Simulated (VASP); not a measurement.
SrTlI3, 5 atoms in the cell. Symmetry: Pm-3m, No. 221, cubic system. Conventional cell: a = 6.361 Å, b = 6.361 Å, c = 6.361 Å, α = 90.00°, β = 90.00°, γ = 90.00°. Within 5.9 Å of Tl (site symmetry m-3m) lie 12 I at 4.50 Å and 8 Sr at 5.51 Å. Sr (site symmetry m-3m) has 6 I at 3.18 Å within 4.2 Å. Within 4.2 Å of I (site symmetry 4/mmm) lie 2 Sr at 3.18 Å. 

```yaml
Program: VASP 6.6.1
Task: single point
Functional: HSE06
Potentials_or_basis: VASP PAW PBE potentials, release 64 (Tl_d, Sr_sv, I)
Cutoff: 520 eV
k_mesh: 2 × 2 × 2
Occupations: gaussian, width 0.01 eV
Spin: no spin polarisation
Dipole_correction: no
Grid_for_exact_exchange_PRECFOCK: Fast
Further_INCAR_settings: ALGO = Normal; EDIFF = 1e-06; NBANDS = 30
Screening_parameter: 0.2079 1/Å
```

Potentials or basis: VASP PAW PBE potentials, release 64 (Tl_d, Sr_sv, I).

Run with:

```bash
$ cat potpaw_PBE.64/Tl_d/POTCAR potpaw_PBE.64/Sr_sv/POTCAR potpaw_PBE.64/I/POTCAR > POTCAR
$ cp INCAR.step1 INCAR
$ mpirun -np 1 vasp_std > vasp.out
$ cp INCAR.step2 INCAR
$ mpirun -np 1 vasp_std > vasp.out
```

Hardware: 1 thread of Oxide Virtual Turin-like Processor, with other jobs on the host.

Question: Estimate the wall time of this run.

Answer: Wall time 8.3 min on 1 thread of Oxide Virtual Turin-like Processor (shared host), peak memory 0.43 GiB. Counts: k points 4.
